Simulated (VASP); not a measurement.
Input of a VASP 6.6.1 run:

Contents of INCAR:

```
SYSTEM = Cs3Hg
AGGAC = 1.0 ; AGGAX = 1.0
ALDAC = 0.0 ; ALDAX = 1.0
ALGO = Normal ; EDIFF = 1E-6
ENCUT = 520 ; GGA = B5
ISIF = 2 ; ISMEAR = -1
LASPH = .TRUE. ; LCHARG = .FALSE.
LREAL = .FALSE. ; LWAVE = .FALSE.
NBANDS = 28 ; NELM = 100
PREC = Accurate ; SIGMA = 0.15
```

Contents of KPOINTS:

```
k-points
0
G
  4 4 4
  0 0 0
```

The input POSCAR:

```
Cs3Hg
1.0
    6.7835370000      0.0000000000      0.0000000000
    0.0000000000      6.7835370000      0.0000000000
    0.0000000000      0.0000000000      6.7835370000
Cs Hg
3 1
Direct
    0.0000000000      0.5000000000      0.5000000000
    0.5000000000      0.0000000000      0.5000000000
    0.5000000000      0.5000000000      0.0000000000
    0.0000000000      0.0000000000      0.0000000000
```

Potentials or basis: VASP PAW PBE potentials, release 64 (Cs_sv, Hg).

Launch:

```sh
$ cat potpaw_PBE.64/Cs_sv/POTCAR potpaw_PBE.64/Hg/POTCAR > POTCAR
$ mpirun -np 1 vasp_std > vasp.out
```

**Question.** Estimate the pressure.

**Answer.** 0.3 GPa.

Caveat: the PAW data sets were made with another functional, which shifts forces and pressure a little.
